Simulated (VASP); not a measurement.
Runs of VASP 6.6.1 on KBr. The structure is cubic, space group Fm-3m (No. 225). Conventional cell: a = 6.605 Å, b = 6.605 Å, c = 6.605 Å, α = 90.00°, β = 90.00°, γ = 90.00°. K (site symmetry m-3m) has 6 Br at 3.30 Å within 4.3 Å. Within 4.3 Å of Br (site symmetry m-3m) lie 6 K at 3.30 Å. 

| level | k mesh | grid for exact exchange (PRECFOCK) | share of exact exchange | screening parameter | gap on the mesh (eV) | pressure (GPa) |
| --- | --- | --- | --- | --- | --- | --- |
| r2SCAN | 4 × 4 × 4 | - | - | - | 5.07 | 0.0 |
| HSE06 | 4 × 4 × 4 | Normal | 0.25 | 0.2079 1/Å | 5.59 | 0.4 |
| PBE | 4 × 4 × 4 | - | - | - | 4.43 | 0.7 |
| PBE0 | 4 × 4 × 4 | Normal | 0.25 | - | (a) | 0.4 |
| PBE | 6 × 6 × 6 | - | - | - | 4.43 | 0.7 |

Alike in all rows: task single point; potentials or basis VASP PAW PBE potentials, release 64 (K_sv, Br); no spin polarisation; cell as given; cutoff (eV) 520; smearing gaussian 0.01 eV.

Q: Fill in the values left out.

A: (a) 6.32.

Caveats: the PAW data sets were made with another functional, which shifts forces and pressure a little (at least some runs).

A k mesh can miss the band edges, and the runs leave out spin-orbit coupling on Br.
